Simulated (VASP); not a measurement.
# Nb2Te (P4/mmm) in VASP: further runs, part 2 of 2

VASP 6.6.1.

### Step 3. Single point, PBE

This run uses another cell than the first one, of 21.69 Å³/atom.

The input, INCAR:

```
SYSTEM = Nb2Te
PREC = Accurate ; ENCUT = 520
EDIFF = 1E-6 ; ISMEAR = 0
SIGMA = 0.1 ; LREAL = .False.
LASPH = .True. ; NELM = 100
ALGO = Fast ; ISIF = 2
LWAVE = .False. ; LCHARG = .False.
GGA = PE ; NBANDS = 23
```

The input, KPOINTS:

```
regular mesh
0
Gamma
  14 14 8
  0 0 0
```

The input, POSCAR:

```
Nb2Te
1.0
    3.3923308432      0.0000000000      0.0000000000
    0.0000000000      3.3923308432      0.0000000000
    0.0000000000      0.0000000000      5.6546287868
Nb Te
2 1
Direct
    0.5000000000      0.5000000000      0.2839490888
    0.5000000000      0.5000000000      0.7160509112
    0.0000000000      0.0000000000      0.0000000000
```

Potentials or basis: VASP PAW PBE potentials, release 64 (Nb_sv, Te).

Run with:

```
> cat potpaw_PBE.64/Nb_sv/POTCAR potpaw_PBE.64/Te/POTCAR > POTCAR
> mpirun -np 1 vasp_std > vasp.out
```

OUTCAR:

```text
SYSTEM = Nb2Te
   PREC = Accurate
   ENCUT = 520
   EDIFF = 1E-6
   ISMEAR = 0
   LREAL = .False.
   LASPH = .True.
   NELM = 100
   ISIF = 2
   GGA = PE

 ion  position               nearest neighbor table
   1  0.500  0.500  0.284-   2 2.44   3 2.89   3 2.89   3 2.89   3 2.89
   2  0.500  0.500  0.716-   1 2.44   3 2.89   3 2.89   3 2.89   3 2.89
   3  0.000  0.000  0.000-   1 2.89   2 2.89   1 2.89   2 2.89   1 2.89   2 2.89   1 2.89   2 2.89

  LATTYP: Found a simple tetragonal cell.
 ALAT       =     3.3923308432
 C/A-ratio  =     1.6668859991

  Lattice vectors:

 A1 = (   3.3923308432,   0.0000000000,   0.0000000000)
 A2 = (   0.0000000000,   3.3923308432,   0.0000000000)
 A3 = (   0.0000000000,   0.0000000000,   5.6546287868)

Analysis of symmetry for initial positions (statically):
=====================================================================
 Subroutine PRICEL returns:
 Original cell was already a primitive cell.

 Routine SETGRP: Setting up the symmetry group for a
 simple tetragonal supercell.

 Subroutine GETGRP returns: Found 16 space group operations
 (whereof 16 operations were pure point group operations)
 out of a pool of 16 trial point group operations.

The static configuration has the point symmetry D_4h.

Analysis of symmetry for dynamics (positions and initial velocities):
=====================================================================
 Subroutine PRICEL returns:
 Original cell was already a primitive cell.

 Routine SETGRP: Setting up the symmetry group for a
 simple tetragonal supercell.

 Subroutine GETGRP returns: Found 16 space group operations
 (whereof 16 operations were pure point group operations)
 out of a pool of 16 trial point group operations.

The dynamic configuration has the point symmetry D_4h.

 Subroutine INISYM returns: Found 16 space group operations
 (whereof 16 operations are pure point group operations),
 and found     1 'primitive' translations

----------------------------------------------------------------------------------------

                                     Primitive cell

  volume of cell :      65.0730

  direct lattice vectors                    reciprocal lattice vectors
     3.392330843  0.000000000  0.000000000     0.294782569  0.000000000  0.000000000
     0.000000000  3.392330843  0.000000000     0.000000000  0.294782569  0.000000000
     0.000000000  0.000000000  5.654628787     0.000000000  0.000000000  0.176846268

  length of vectors
     3.392330843  3.392330843  5.654628787     0.294782569  0.294782569  0.176846268

  position of ions in fractional coordinates (direct lattice)
     0.500000000  0.500000000  0.283949089
     0.500000000  0.500000000  0.716050911
     0.000000000  0.000000000  0.000000000

  ion indices of the primitive-cell ions
   primitive index   ion index
                 1           1
                 2           2
                 3           3

----------------------------------------------------------------------------------------

 KPOINTS: regular mesh

Automatic generation of k-mesh.
 Grid dimensions read from file:
 generate k-points for:   14   14    8

 Generating k-lattice:

  Cartesian coordinates                     Fractional coordinates (reciprocal lattice)
     0.021055898  0.000000000  0.000000000     0.071428571  0.000000000  0.000000000
     0.000000000  0.021055898  0.000000000     0.000000000  0.071428571  0.000000000
     0.000000000  0.000000000  0.022105784     0.000000000  0.000000000  0.125000000

  Length of vectors
     0.021055898  0.021055898  0.022105784

  Shift w.r.t. Gamma in fractional coordinates (k-lattice)
     0.000000000  0.000000000  0.000000000

 Subroutine IBZKPT returns following result:
 ===========================================

 Found    180 irreducible k-points:

 Following reciprocal coordinates:
            Coordinates               Weight
  0.000000  0.000000  0.000000      1.000000
  0.071429  0.000000  0.000000      4.000000
  0.142857  0.000000  0.000000      4.000000
  0.214286  0.000000  0.000000      4.000000
  0.285714  0.000000  0.000000      4.000000
  0.357143  0.000000  0.000000      4.000000
[... 16 lines left out ...]
  0.285714  0.214286  0.000000      8.000000
  0.357143  0.214286  0.000000      8.000000
 [... further k-points ...]
   k-points           NKPTS =    180   k-points in BZ     NKDIM =    180   number of bands    NBANDS=     23
   number of dos      NEDOS =    301   number of ions     NIONS =      3
   total plane-waves  NPLWV =  32928
   dimension x,y,z NGX =    28 NGY =   28 NGZ =   42
   dimension x,y,z NGXF=    56 NGYF=   56 NGZF=   84
   ions per type =               2   1
   NGX,Y,Z   is equivalent  to a cutoff of  13.72, 13.72, 12.35 a.u.
   NGXF,Y,Z  is equivalent  to a cutoff of  27.44, 27.44, 24.70 a.u.
 SYSTEM =  Nb2Te
   PREC   = accura    normal or accurate (medium, high low for compatibility)
   ISTART =      0    job   : 0-new  1-cont  2-samecut
   ICHARG =      2    charge: 1-file 2-atom 10-const
   ISPIN  =      1    spin polarized calculation?
   LNONCOLLINEAR =      F non collinear calculations
   LSORBIT =      F    spin-orbit coupling
   LASPH  =      T    aspherical Exc in radial PAW
   ENCUT  =  520.0 eV  38.22 Ry    6.18 a.u.   6.31  6.31 10.51*2*pi/ulx,y,z
   NELM   =    100;   NELMIN=  2; NELMDL= -5     # of ELM steps
   EDIFF  = 0.1E-05   stopping-criterion for ELM
   LREAL  =      F    real-space projection
   EDIFFG = 0.1E-04   stopping-criterion for IOM
   NSW    =      0    number of steps for IOM
   IBRION =     -1    ionic relax: 0-MD 1-quasi-New 2-CG
   NFREE  =      0    steps in history (QN), initial steepest desc. (CG)
   ISIF   =      2    stress and relaxation
   ISYM   =      2    0-nonsym 1-usesym 2-fastsym
   POTIM  = 0.5000    time-step for ionic-motion
   TEBEG  =    0.0;   TEEND  =   0.0 temperature during run
   PSTRESS=    0.0 pullay stress
   NELECT =      32.0000    total number of electrons
   NUPDOWN=      -1.0000    fix difference up-down
   EMIN   =  10.00;   EMAX   =-10.00  energy-range for DOS
   EFERMI =   0.00;   METHOD = LEGACY
   ISMEAR =     0;   SIGMA  =   0.10  broadening in eV -4-tet -1-fermi 0-gaus
   EFERMI_NEDOS =   21; number of points for ismear=-14 and -15
   IALGO  =     68    algorithm
   IMIX   =      4    mixing-type and parameters
     AMIX     =   0.40;   BMIX     =  1.00
     AMIX_MAG =   1.60;   BMIX_MAG =  1.00
  volume/ion in A,a.u.               =      21.69       146.38
  Fermi-wavevector in a.u.,A,eV,Ry     =   1.292185  2.441875 22.718216  1.669742
  Thomas-Fermi vector in A             =   2.423909
   LORBIT       =      0    0 simple, 1 ext, 2 COOP (PROOUT), +10 PAW based schemes
   GGA     = PE    functional components
   LHFCALC =     F    Hartree Fock is set to
   AEXX    =    0.0000 exact exchange contribution
   IVDW    =     0    specifies the selected vdW correction
   LEPSILON=     F    determine dielectric tensor
   LRPA    =     F    only Hartree local field effects (RPA)
 non-spin polarized calculation
 RMM-DIIS sequential band-by-band and
 Gauss-broadening in eV      SIGMA  =   0.10
  energy-cutoff  :      520.00
  volume of cell :       65.07
 maximum number of plane-waves:      1772
 NGX is ok and might be reduce to    28
   NGX = 13   NGY = 13   NGZ = 21

 number of electron      31.9999997 magnetization

 Free energy of the ion-electron system (eV)
  ---------------------------------------------------
  ext. energy  EPLUGINS =         0.00000000
  ---------------------------------------------------
  free energy    TOTEN  =       -21.97059743 eV

  energy without entropy =      -21.95696239  energy(sigma->0) =      -21.96377991

 E-fermi :  10.3694     XC(G=0): -11.3176

 val. band max:       10.3690886920   @ k =   0.5000   0.5000   0.5000
 cond. band min:      10.3725644249   @ k =   0.4286   0.0714   0.5000
 fundamental gap:      0.0034757329
 Fermi energy:        10.3694105972

 k-point     1 :       0.0000    0.0000    0.0000
  band No.  band energies     occupation
      1     -44.7599      2.00000
      2     -44.4830      2.00000
      3     -21.5288      2.00000
      4     -20.7972      2.00000
      5     -20.7972      2.00000
      6     -20.5801      2.00000
[... 15 lines left out ...]
     22      13.2315      0.00000
     23      14.3923      0.00000
[... 575 lines left out ...]
      1     -44.7428      2.00000
      2     -44.4674      2.00000
      3     -21.4882      2.00000
      4     -20.9625      2.00000
      5     -20.8610      2.00000
      6     -20.7232      2.00000
[... 15 lines left out ...]
     22      13.6841      0.00000
     23      14.9553      0.00000

 [... further k-points ...]
[... 5 lines left out ...]
  --------------------------------------------------------------------------------------
  -------------------------------------------------------------------------------------
  Total       -0.1075190     -0.1075190     -0.0610683      0.0000000      0.0000000      0.0000000
  in kB       -2.6472511     -2.6472511     -1.5035781      0.0000000      0.0000000      0.0000000
  external PRESSURE =      -2.2660268 kB  Pullay stress =       0.0000000 kB

 VOLUME and BASIS-vectors are now :
 -----------------------------------------------------------------------------
  energy-cutoff  :      520.00
  volume of cell :       65.07
      direct lattice vectors                 reciprocal lattice vectors
     3.392330843  0.000000000  0.000000000     0.294782569  0.000000000  0.000000000
     0.000000000  3.392330843  0.000000000     0.000000000  0.294782569  0.000000000
     0.000000000  0.000000000  5.654628787     0.000000000  0.000000000  0.176846268

 POSITION                                       TOTAL-FORCE (eV/Angst)
 -----------------------------------------------------------------------------------
      1.69617      1.69617      1.60563        -0.000000      0.000000     -0.027149
      1.69617      1.69617      4.04900         0.000000      0.000000      0.027149
      0.00000      0.00000      0.00000         0.000000     -0.000000     -0.000000
 -----------------------------------------------------------------------------------
    total drift:                                0.000000      0.000000      0.000000

  FREE ENERGIE OF THE ION-ELECTRON SYSTEM (eV)
  ---------------------------------------------------
  free  energy   TOTEN  =       -21.9705974324 eV

  energy  without entropy=      -21.9569623856  energy(sigma->0) =      -21.96377991
```

OSZICAR:

```text
N       E                     dE             d eps       ncg     rms          rms(c)
DAV:   1     0.329027171014E+03    0.32903E+03   -0.16501E+04  8320   0.135E+03
DAV:   2     0.516550581104E+01   -0.32386E+03   -0.30956E+03 10080   0.505E+02
DAV:   3    -0.209707473743E+02   -0.26136E+02   -0.24795E+02 15394   0.105E+02
[... 20 lines left out ...]
RMM:  24    -0.219705922099E+02   -0.20619E-05   -0.18600E-05  9504   0.197E-02    0.245E-02
RMM:  25    -0.219705937551E+02   -0.15452E-05   -0.15364E-05  9106   0.197E-02    0.179E-02
RMM:  26    -0.219705951755E+02   -0.14204E-05   -0.10640E-05  8961   0.214E-02    0.957E-03
RMM:  27    -0.219705966121E+02   -0.14365E-05   -0.94546E-06  8362   0.197E-02    0.448E-03
RMM:  28    -0.219705974324E+02   -0.82034E-06   -0.62827E-06  8064   0.163E-02
   1 F= -.21970597E+02 E0= -.21963780E+02  d E =-.136350E-01
```

Run time: 9.4 min. Hardware: 1 thread of Intel Xeon Platinum 8259CL at 2.50GHz (Skylake/Cascade Lake), shared host; peak memory 0.36 GiB.

Results:

```
Free energy            : -21.9706 eV
Pressure               : -0.2 GPa
Largest force          : 0.027 eV/Å
Band gap on the k mesh : zero (bands 16 and 17 overlap by 1.30 eV)
```

Forces in eV/Å, atoms in the order of the input:
```
Nb   0.000  0.000 -0.027
Nb   0.000  0.000  0.027
Te   0.000  0.000  0.000
```

Caveat: spin-orbit coupling is left out, which moves the levels of the heavy elements.

### Step 4. Relaxation of cell and atoms, PBE

This run uses another cell than the first one, of 21.73 Å³/atom.

The input, INCAR:

```
SYSTEM = Nb2Te
ALGO     = Fast           ! electronic algorithm
EDIFF    = 1E-6           ! SCF threshold, eV
EDIFFG   = -0.01          ! ionic threshold
ENCUT    = 600            ! plane-wave cutoff, eV
GGA      = PE             ! functional
IBRION   = 2              ! ionic algorithm
ISIF     = 3              ! what is computed and relaxed
ISMEAR   = 0              ! smearing method
LASPH    = .TRUE.         ! aspherical terms in the spheres
LCHARG   = .FALSE.        ! write CHGCAR
LREAL    = .FALSE.        ! projectors in reciprocal space
LWAVE    = .FALSE.        ! write WAVECAR
NELM     = 100            ! most SCF steps
NSW      = 100            ! ionic steps
PREC     = Accurate       ! precision mode
SIGMA    = 0.1            ! smearing width, eV
```

The input, KPOINTS:

```
k-points
0
G
  14 14 8
  0 0 0
```

The input, POSCAR:

```
Nb2Te
1.0
    3.3774258457      0.0000000000      0.0000000000
    0.0000000000      3.3774258457      0.0000000000
    0.0000000000      0.0000000000      5.7139783333
Nb Te
2 1
Direct
    0.5000000000      0.5000000000      0.2800165930
    0.5000000000      0.5000000000      0.7199834070
    0.0000000000      0.0000000000      0.0000000000
```

Run with:

```
> cat potpaw_PBE.64/Nb_sv/POTCAR potpaw_PBE.64/Te/POTCAR > POTCAR
> mpirun -np 1 vasp_std > vasp.out
```

Run time: 34 min. Hardware: 1 thread of Intel Xeon Platinum 8259CL at 2.50GHz (Skylake/Cascade Lake), shared host; peak memory 0.42 GiB.

The run converged. Its results:

```
Free energy                           : -21.9707 eV
Relaxed volume                        : 21.65 Å³/atom
Relaxed cell                          : a = 3.388 Å, b = 3.388 Å, c = 5.659 Å, α = 90.00°, β = 90.00°, γ = 90.00°
Space group after relaxing (to 0.1 Å) : P4/mmm (No. 123)
Energy gained by relaxing             : 1.7 meV/atom
Ionic steps                           : 7
Pressure after relaxing               : 0.0 GPa
Largest force after relaxing          : 0.004 eV/Å
Band gap on the k mesh                : zero (bands 16 and 17 overlap by 1.31 eV)
```

Forces on the atoms (eV/Å):
```
Nb   0.000  0.000 -0.004
Nb   0.000  0.000  0.004
Te   0.000  0.000  0.000
```

Step by step:
```
step  energy change (eV)  largest force (eV/Å)  pressure (GPa)  volume (Å³)
   1              0.0000                0.1868           -0.36        65.18
   2             -0.0035                0.0926            0.43        64.72
   3             -0.0036                0.0732            0.60        64.62
   4             -0.0048                0.0162           -0.27        65.13
   5             -0.0050                0.0081           -0.08        65.00
   6             -0.0050                0.0039           -0.08        65.01
   7             -0.0050                0.0041            0.01        64.95
```

Final structure:
```
Nb Te
1.0
     3.38787    0.00000    0.00000
     0.00000    3.38787    0.00000
     0.00000    0.00000    5.65923
Nb Te
2 1
Direct
  0.50000 0.50000 0.28338
  0.50000 0.50000 0.71662
  0.00000 0.00000 0.00000
```

Levels at points of the mesh, in eV from the Fermi level:
```tsv
k point	band 12	band 13	band 14	band 15	band 16	band 17	band 18	band 19	band 20
(0.00, 0.00, 0.00)	-2.87	-2.87	-2.64	-1.78	-1.14	1.27	1.87	1.87	1.90
(0.50, 0.00, 0.00)	-2.52	-2.33	-2.31	-1.45	-0.82	0.35	0.56	2.94	3.02
(0.50, 0.50, 0.00)	-4.70	-2.84	-0.67	-0.67	-0.57	1.14	1.14	2.57	3.12
(0.00, 0.00, 0.50)	-2.31	-2.07	-1.92	-1.16	-0.56	-0.06	-0.06	1.35	1.40
(0.50, 0.00, 0.50)	-2.63	-2.27	-2.10	-0.52	-0.19	-0.12	0.12	1.20	1.74
(0.50, 0.50, 0.50)	-5.22	-1.64	-1.64	-0.40	0.00	1.14	2.37	2.37	2.67
```

Caveat: spin-orbit coupling is left out, which moves the levels of the heavy elements.

### Step 5. Summary

```tsv
task	cell	k mesh	cutoff (eV)	gap on the mesh (eV)	pressure (GPa)	relaxed volume (Å³/atom)	largest force (eV/Å)
relaxation of cell and atoms	relaxed from a = 3.448, b = 3.448, c = 5.518 Å, 3 atoms, atomic positions A	6 × 6 × 4	600	none	0.0	21.70	0.02
single point	a = 3.392, b = 3.392, c = 5.655 Å, 3 atoms, atomic positions B	14 × 14 × 8	520	none	-0.2	-	0.03
relaxation of cell and atoms	relaxed from a = 3.377, b = 3.377, c = 5.714 Å, 3 atoms, atomic positions C	14 × 14 × 8	600	none	0.0	21.65	-
```

Alike in all rows: level PBE; potentials or basis VASP PAW PBE potentials, release 64 (Nb_sv, Te); no spin polarisation; smearing gaussian 0.1 eV.

Caveats: spin-orbit coupling is left out, which moves the levels of the heavy elements.

Absolute energies hang on the potentials; compare differences alone.

The gap in the log of VASP goes by the Fermi energy; the results here count the filled bands.